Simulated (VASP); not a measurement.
Wanted: the native input for a VASP 6.6.1 run.

* Task: single point
* Functional: LDA
* Potentials or basis: VASP PAW LDA potentials, release 64 (Al, O)
* Cutoff: 520 eV
* k mesh: 3 × 3 × 3
* Occupations: fermi-dirac, width 0.05 eV
* Spin: no spin polarisation
* Dipole correction: no
* Further INCAR settings: LREAL = Auto; ALGO = Normal; EDIFF = 1e-06; NBANDS = 73

The structure of Al32O (a cell with a defect) lies in POSCAR:

```
Al32O
1.0
    8.1000000000      0.0000000000      0.0000000000
    0.0000000000      8.1000000000      0.0000000000
    0.0000000000      0.0000000000      8.1000000000
Al O
32 1
Direct
    0.4995267901      0.0030134568      0.0022935802
    0.7470932099      0.2505192593      0.0022779012
    0.7572069136     -0.0071482716      0.2405740741
    0.0084425926     -0.0025224691     -0.0032000000
    0.2514238272      0.2494807407     -0.0016408642
    0.5005872840      0.4986424691     -0.0016474074
    0.7526425926      0.7416720988     -0.0031961728
    0.2471471605      0.0022292593      0.2522687654
    0.4919008642      0.2581275309      0.2537814815
    0.7478970370      0.5030128395      0.2522219753
    0.4933432099     -0.0268807407      0.5089549383
    0.7768211111      0.2567241975      0.5089507407
    0.7538297531     -0.0037559259      0.7625577778
   -0.0005713580      0.4994904938     -0.0022187654
    0.2505909877      0.7506929630     -0.0022190123
   -0.0001776543      0.2487270370      0.2427886420
    0.2486849383      0.5013908642      0.2470591358
    0.5013412346      0.7503113580      0.2427459259
    0.0009217284     -0.0043685185      0.4994280247
    0.2372761728      0.2548922222      0.5013466667
    0.4951190123      0.5129561728      0.5013669136
    0.7545071605      0.7492162963      0.4994138272
    0.2513483951      0.0022806173      0.7471934568
    0.4970081481      0.2530041975      0.7508700000
    0.7478465432      0.4987534568      0.7472276543
    0.0043677778      0.7457456790      0.2456720988
    0.0038119753      0.5064883951      0.4973713580
    0.2435176543      0.7462991358      0.4973497531
    0.0028559259      0.2477227160      0.7595382716
    0.2477351852      0.5023329630      0.7528746914
    0.5023596296      0.7472298765      0.7596137037
    0.0028833333      0.7472365432      0.7511288889
    0.6112619753      0.1386928395      0.4085954321
```

One way to write it, as run:

INCAR

```
SYSTEM = Al32O
  PREC = Accurate
  ENCUT = 520
  EDIFF = 1E-6
  ISMEAR = -1
  SIGMA = 0.05
  LREAL = Auto
  LASPH = .True.
  NELM = 80
  ALGO = Normal
  ISIF = 2
  LWAVE = .False.
  LCHARG = .False.
  NBANDS = 73
```

KPOINTS

```
regular mesh
0
Gamma
  3 3 3
  0 0 0
```

Potentials or basis: VASP PAW LDA potentials, release 64 (Al, O).

The run is started by

```bash
$ cat potpaw_LDA.64/Al/POTCAR potpaw_LDA.64/O/POTCAR > POTCAR
$ mpirun -np 1 vasp_std > vasp.out
```

Results of the run:

```json
{
  "Pressure": "-2.3 GPa",
  "Largest force": "1.049 eV/Å",
  "Band gap on the k mesh": "zero (bands 51 and 52 overlap by 0.40 eV)"
}
```

Run time: 18 min on 1 thread of Intel(R) Xeon(R) Platinum 8259CL CPU @ 2.50GHz (Skylake/Cascade Lake), with other jobs on the host, peak memory 0.58 GiB.
